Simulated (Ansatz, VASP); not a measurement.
One calculation of Sb, two programs

The input INCAR:

```
ALGO = Normal
EDIFF = 1E-7
ENCUT = 520
GGA = RP
ISIF = 2
ISMEAR = -1
LASPH = True
LCHARG = False
LREAL = False
LWAVE = False
NBANDS = 18
NELM = 60
PREC = Accurate
SIGMA = 0.1
```

The input KPOINTS:

```
k-points
0
Gamma
  12 12 3
```

Contents of POSCAR:

```
Sb
1.0
    3.4546218910      0.0000000000      0.0000000000
   -1.7273109455      2.9917903181      0.0000000000
    0.0000000000      0.0000000000     11.7295283503
Sb
4
Direct
    1.0000000000      1.0000000000      0.0000000000
    1.0000000000      1.0000000000      0.5000000000
    0.3333333333      0.6666666667      0.2500000000
    0.6666666667      0.3333333333      0.7500000000
```

Input for Ansatz:

```yaml
crystal:
  lattice:
    - [3.454621891, 0.0, 0.0]
    - [-1.7273109455, 2.9917903181, 0.0]
    - [0.0, 0.0, 11.7295283503]
  atoms:
    - { symbol: Sb, position: [1.0, 1.0, 0.0] }
    - { symbol: Sb, position: [1.0, 1.0, 0.5] }
    - { symbol: Sb, position: [0.3333333333, 0.6666666667, 0.25] }
    - { symbol: Sb, position: [0.6666666667, 0.3333333333, 0.75] }
hamiltonian:
  xc: rpbe
  pseudopotentials:
    kind: paw
    azcp:
      Sb: "pseudopotentials/Sb.paw.azcp"
basis:
  ecutwfc: 420
  fft_grid_basis: typed
kpoints:
  mp_grid: { grid: [12, 12, 3], shift: [0, 0, 0] }
magnetization:
  spin_polarized: false
scf:
  occupations: { method: fermi_dirac, width: 0.1 }
  lower_state_search: "off"
output:
  stress: true
```

Alike in both runs: task single point; functional RPBE; k mesh 12 × 12 × 3; occupations fermi-dirac, width 0.1 eV; no spin polarisation.

```csv
,VASP,Ansatz
version,VASP 6.6.1,Ansatz 0.2.0
potentials or method,"VASP PAW PBE potentials, release 64 (Sb), cutoff 520 eV","plane waves (420 eV) with PAW, scalar-relativistic"
valence electrons in the cell,20,60
```

VASP gave:

```
pressure (GPa)                                                : -3.6
traceless stress, the component that is largest in VASP (GPa) : 0.07
```

Problem. What did Ansatz give for the same quantities?

Solution. Pressure (GPa): -3.5; traceless stress, the component that is largest in VASP (GPa): 0.06.

VASP's potentials were made for PBE, not for RPBE. With one functional, cell and mesh, what is left measures potentials, basis and numerics. VASP's potentials hold 20 valence electrons a cell and Ansatz's 60, so a difference there can come from the potentials and not from the codes.

Spin-orbit coupling is off throughout.
